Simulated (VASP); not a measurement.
# Zn (Fm-3m) in VASP: further runs, part 4 of 4

VASP 6.6.1.

## Step 7: Relaxation of cell and atoms, PBE, target pressure 30 GPa, at which the enthalpy is minimised

This run uses another cell than the first one, of 15.29 Å³/atom.

File INCAR:

```
SYSTEM = Zn
ALGO = Normal ; EDIFF = 1E-7
EDIFFG = -0.02 ; ENCUT = 500
GGA = PE ; GGA_COMPAT = .FALSE.
IBRION = 2 ; ISIF = 3
ISMEAR = -1 ; LASPH = .TRUE.
LCHARG = .FALSE. ; LREAL = .FALSE.
LWAVE = .FALSE. ; NELM = 120
NELMIN = 4 ; NSW = 80
PREC = Accurate ; PSTRESS = 300.0
SIGMA = 0.1
```

File KPOINTS:

```
k-points
0
G
  9 9 9
  0 0 0
```

File POSCAR:

```
Zn
1.0
    0.0000000000      1.9700000000      1.9700000000
    1.9700000000      0.0000000000      1.9700000000
    1.9700000000      1.9700000000      0.0000000000
Zn
1
Direct
    0.0000000000      0.0000000000      0.0000000000
```

Potentials or basis: VASP PAW PBE potentials, release 64 (Zn).

On the command line:

```
> cat potpaw_PBE.64/Zn/POTCAR > POTCAR
> mpirun -np 1 vasp_std > vasp.out
```

OUTCAR:

```text
SYSTEM = Zn
   EDIFF = 1E-7
   EDIFFG = -0.02
   ENCUT = 500
   GGA = PE
   IBRION = 2
   ISIF = 3
   ISMEAR = -1
   LASPH = .TRUE.
   LREAL = .FALSE.
   NELM = 120
   NELMIN = 4
   NSW = 80
   PREC = Accurate
   PSTRESS = 300.0

 ion  position               nearest neighbor table
   1  0.000  0.000  0.000-

  LATTYP: Found a face centered cubic cell.
 ALAT       =     3.9400000000

  Lattice vectors:

 A1 = (   0.0000000000,   1.9700000000,   1.9700000000)
 A2 = (   1.9700000000,   0.0000000000,   1.9700000000)
 A3 = (   1.9700000000,   1.9700000000,   0.0000000000)

Analysis of symmetry for initial positions (statically):
=====================================================================
 Subroutine PRICEL returns:
 Original cell was already a primitive cell.

 Routine SETGRP: Setting up the symmetry group for a
 face centered cubic supercell.

 Subroutine GETGRP returns: Found 48 space group operations
 (whereof 48 operations were pure point group operations)
 out of a pool of 48 trial point group operations.

The static configuration has the point symmetry O_h .

Analysis of symmetry for dynamics (positions and initial velocities):
=====================================================================
 Subroutine PRICEL returns:
 Original cell was already a primitive cell.

 Routine SETGRP: Setting up the symmetry group for a
 face centered cubic supercell.

 Subroutine GETGRP returns: Found 48 space group operations
 (whereof 48 operations were pure point group operations)
 out of a pool of 48 trial point group operations.

The dynamic configuration has the point symmetry O_h .

 Subroutine INISYM returns: Found 48 space group operations
 (whereof 48 operations are pure point group operations),
 and found     1 'primitive' translations

----------------------------------------------------------------------------------------

[... 114 lines left out ...]
   LORBIT       =      0    0 simple, 1 ext, 2 COOP (PROOUT), +10 PAW based schemes
   GGA     = PE    functional components
   LHFCALC =     F    Hartree Fock is set to
   AEXX    =    0.0000 exact exchange contribution
   IVDW    =     0    specifies the selected vdW correction
   LEPSILON=     F    determine dielectric tensor
   LRPA    =     F    only Hartree local field effects (RPA)
 conjugate gradient relaxation of ions
 non-spin polarized calculation
  energy-cutoff  :      500.00
  volume of cell :       15.29
 maximum number of plane-waves:       397
   NGX = 11   NGY = 11   NGZ = 11

--------------------------------------- Ionic step        1  -------------------------------------------

 number of electron      11.9999992 magnetization

 Free energy of the ion-electron system (eV)
  ---------------------------------------------------
  ext. energy  EPLUGINS =         0.00000000
  ---------------------------------------------------
  free energy    TOTEN  =        -1.07882279 eV

  energy without entropy =       -1.06916957  energy(sigma->0) =       -1.07399618

------------------------ aborting loop because EDIFF is reached ----------------------------------------

  FORCE on cell =-STRESS in cart. coord.  units (eV):
  Direction    XX          YY          ZZ          XY          YZ          ZX
  --------------------------------------------------------------------------------------
  -------------------------------------------------------------------------------------
  Total       -0.0104350     -0.0104350     -0.0104350      0.0000000     -0.0000000      0.0000000
  in kB       -1.0933835     -1.0933835     -1.0933835      0.0000000     -0.0000000      0.0000000
  external PRESSURE =    -301.0933835 kB  Pullay stress =     300.0000000 kB
[... 24 lines left out ...]
--------------------------------------- Ionic step        2  -------------------------------------------

 number of electron      12.0000005 magnetization

 E-fermi :   7.4055     XC(G=0): -14.0928

 val. band max:        7.2987894257   @ k =  -0.3333   0.4444   0.2222
 cond. band min:       7.5427483299   @ k =  -0.3333   0.4444   0.1111
 fundamental gap:      0.2439589042
 Fermi energy:         7.4054544633

 k-point     1 :       0.0000    0.0000    0.0000
  band No.  band energies     occupation
      1      -7.5246      2.00000
      2      -2.2753      2.00000
      3      -2.2753      2.00000
      4      -2.2753      2.00000
      5      -1.4291      2.00000
      6      -1.4291      2.00000
      7      29.3733      0.00000
      8      32.0822      0.00000
      9      32.0822      0.00000
     10      32.0822      0.00000
[... 483 lines left out ...]
--------------------------------------- Ionic step        7  -------------------------------------------

 number of electron      12.0000005 magnetization

 Free energy of the ion-electron system (eV)
  ---------------------------------------------------
  ext. energy  EPLUGINS =         0.00000000
  ---------------------------------------------------
  free energy    TOTEN  =        -0.84162683 eV

  energy without entropy =       -0.83043328  energy(sigma->0) =       -0.83603006

 E-fermi :   5.0919     XC(G=0): -12.8441

 val. band max:        4.4821048414   @ k =  -0.3333   0.3333   0.1111
 cond. band min:       5.0988188912   @ k =   0.4444   0.0000   0.0000
 fundamental gap:      0.6167140498
 Fermi energy:         5.0918594639

 k-point     1 :       0.0000    0.0000    0.0000
  band No.  band energies     occupation
      1      -7.4449      2.00000
      2      -3.4253      2.00000
      3      -3.4253      2.00000
      4      -3.4253      2.00000
      5      -2.8414      2.00000
      6      -2.8414      2.00000
      7      25.6137      0.00000
      8      26.6250      0.00000
      9      26.6250      0.00000
     10      26.6250      0.00000
[... 331 lines left out ...]
  energy  without entropy=       -0.8304332808  energy(sigma->0) =       -0.83603006

  enthalpy is  TOTEN    =         1.4127327134 eV   P V=        2.2543595469

 reached required accuracy - stopping structural energy minimisation
```

CONTCAR:

```text
Zn
   1.00000000000000
     0.0000000000000000    1.8191178619871196    1.8191178619871196
     1.8191178619871196   -0.0000000000000000    1.8191178619871196
     1.8191178619871196    1.8191178619871196   -0.0000000000000000
  Zn
     1
Direct
     0.0000000000000000    0.0000000000000000    0.0000000000000000

  0.00000000E+00  0.00000000E+00  0.00000000E+00
```

Run time: 24 s. Hardware: 1 thread of Intel Xeon Platinum 8488C (Sapphire Rapids), shared host; peak memory 0.13 GiB.

What came out:

| Item | Value |
| --- | --- |
| Free energy | -0.8416 eV |
| Relaxed volume | 12.04 Å³/atom |
| Relaxed cell | a = 2.573 Å, b = 2.573 Å, c = 2.573 Å, α = 60.00°, β = 60.00°, γ = 60.00° |
| Space group after relaxing (to 0.1 Å) | Fm-3m (No. 225) |
| Energy change on relaxing (the run minimises the enthalpy) | +237.2 meV/atom |
| Ionic steps | 7 |
| Pressure after relaxing | 30.0 GPa |
| Band gap on the k mesh | zero (bands 6 and 7 overlap by 1.15 eV) |

Step by step:
```
step  energy change (eV)  largest force (eV/Å)  pressure (GPa)  volume (Å³)
   1              0.0000                0.0000           -0.11        15.29
   2              1.0494                0.0000           96.00         9.77
   3              0.2177                0.0000           28.26        12.15
   4              0.2323                0.0000           29.58        12.07
   5              0.2434                0.0000           30.58        12.01
   6              0.2305                0.0000           29.43        12.08
   7              0.2372                0.0000           30.02        12.04
```

Final structure:
```
Zn
1.0
     0.00000    1.81912    1.81912
     1.81912    0.00000    1.81912
     1.81912    1.81912    0.00000
Zn
1
Direct
  0.00000 0.00000 0.00000
```

Caveat: the cell is relaxed towards a set pressure, so the run minimises the enthalpy, not the energy; the volume moved by over 15 % at a fixed basis, so the end points are rough.

## Step 8: The runs side by side

```csv
task,cell,gap on the mesh (eV),pressure (GPa)
single point,"a = 2.681 Å, angles 60.0°, 1 atom",none,10.5
single point,"a = 2.780 Å, angles 60.0°, 1 atom",none,0.4
relaxation of cell and atoms,"relaxed from a = 2.786 Å, angles 60.0°, 1 atom",none,-0.1
relaxation of cell and atoms,"relaxed to 10 GPa from a = 2.786 Å, angles 60.0°, 1 atom",none,10.0
relaxation of cell and atoms,"relaxed to 20 GPa from a = 2.786 Å, angles 60.0°, 1 atom",none,19.8
relaxation of cell and atoms,"relaxed to 30 GPa from a = 2.786 Å, angles 60.0°, 1 atom",none,30.0
```

Alike in all rows: level PBE; potentials or basis VASP PAW PBE potentials, release 64 (Zn); no spin polarisation; k mesh 9 × 9 × 9; cutoff (eV) 500; smearing fermi-dirac 0.1 eV.

Caveats: the cell is relaxed towards a set pressure, so the run minimises the enthalpy, not the energy (at least some runs); the volume moved by over 15 % at a fixed basis, so the end points are rough (at least some runs); the cell stands under pressure (at least some runs); the relaxation stopped at its first step, so nothing moved (at least some runs).

Absolute energies hang on the potentials; compare differences alone.
